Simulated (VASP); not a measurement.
Wanted: the native input for a VASP 6.6.1 run.

- Task: single point
- Functional: PBE
- Potentials or basis: VASP PAW PBE potentials, release 64 (K_sv, F)
- Cutoff: 520 eV
- k mesh: 8 × 8 × 8
- Occupations: gaussian, width 0.05 eV
- Spin: no spin polarisation
- Dipole correction: no
- Further INCAR settings: ALGO = Normal; EDIFF = 1e-06; NBANDS = 15

The structure of KF lies in POSCAR:

```
KF
1.0
   -0.1451575787      2.6825874617      2.6825874617
    2.6825874617     -0.1451575787      2.6825874617
    2.6825874617      2.6825874617     -0.1451575787
K F
1 1
Direct
    0.0000000000      0.0000000000      0.0000000000
    0.5000000000      0.5000000000      0.5000000000
```

The input as run:

INCAR

```
PREC = Accurate
ENCUT = 520
EDIFF = 1E-6
ISMEAR = 0
SIGMA = 0.05
LREAL = F
LASPH = T
NELM = 100
ALGO = Normal
ISIF = 2
LWAVE = F
LCHARG = F
GGA = PE
NBANDS = 15
```

KPOINTS

```
Automatic mesh
0
Gamma
  8 8 8
```

Potentials or basis: VASP PAW PBE potentials, release 64 (K_sv, F).

Launch:

```sh
$ cat potpaw_PBE.64/K_sv/POTCAR potpaw_PBE.64/F/POTCAR > POTCAR
$ mpirun -np 1 vasp_std > vasp.out
```

Results of the run:

```yaml
Pressure: -1.3 GPa
Band_gap_on_the_k_mesh: 5.64 eV
```

Wall time 50 s on 1 thread of Intel Xeon 8259CL, on a shared host, peak memory 0.18 GiB.
